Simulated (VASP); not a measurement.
Crystal: BeNi.

```
Be Ni
1.0
     2.58700    0.00000    0.00000
     0.00000    2.58700    0.00000
     0.00000    0.00000    2.58700
Be Ni
1 1
Direct
  0.00000 0.00000 0.00000
  0.50000 0.50000 0.50000
```

Base run:

| Item | Value |
| --- | --- |
| Program | VASP 6.6.1 |
| Functional | LDA |
| Potentials or basis | VASP PAW LDA potentials, release 64 (Be, Ni) |
| Cutoff | 520 eV |
| k mesh | 9 × 9 × 9 |
| Occupations | gaussian, width 0.3 eV |
| Spin | collinear spin, ferromagnetic start |
| Starting moments | [0.05, 0.63] μB |
| Fixed moment | 0.7 μB |

Its results: pressure -3.1 GPa; site moments Be +0.05; Ni +0.60 μB.

Problem. The run is repeated on the same cell with these changes: fixed moment from 0.7 μB to 1.4 μB; moments at the start from [0.05, 0.63] to [0.15, 1.14]. What comes out?

Solution. Pressure 5.5 GPa; site moments Be +0.15; Ni +1.12 μB.

Caveats: the total moment is fixed, so each spin has its own Fermi level.
